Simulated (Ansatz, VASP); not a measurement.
# One calculation of PbS, two programs

```
CELL_PARAMETERS angstrom
0.00000 2.96500 2.96500
2.96500 0.00000 2.96500
2.96500 2.96500 0.00000
ATOMIC_POSITIONS crystal
Pb 0.00000 0.00000 0.00000
S 0.50000 0.50000 0.50000
```

Alike in both runs: task single point; functional LDA; k mesh 6 × 6 × 6; occupations gaussian, width 0.1 eV; no spin polarisation.

|  | VASP | Ansatz |
| --- | --- | --- |
| version | VASP 6.6.1 | Ansatz 0.2.0 |
| potentials or method | VASP PAW LDA potentials, release 64 (Pb_d, S), cutoff 500 eV | scalar-relativistic, plane waves, PAW |
| valence electrons in the cell | 20 | 20 |

|  | VASP | Ansatz | Ansatz less VASP |
| --- | --- | --- | --- |
| gap on the k mesh at the Fermi level (eV) | 0.21 | 0.23 | +0.023 |
| least direct gap on the mesh (eV) | 0.21 | 0.23 | +0.023 |
| pressure (GPa) | -2.6 | -2.6 | -0.03 |

LDA's correlation is that of Perdew and Zunger in VASP and of Perdew and Wang (1992) in Ansatz.

Spin-orbit coupling is off throughout.
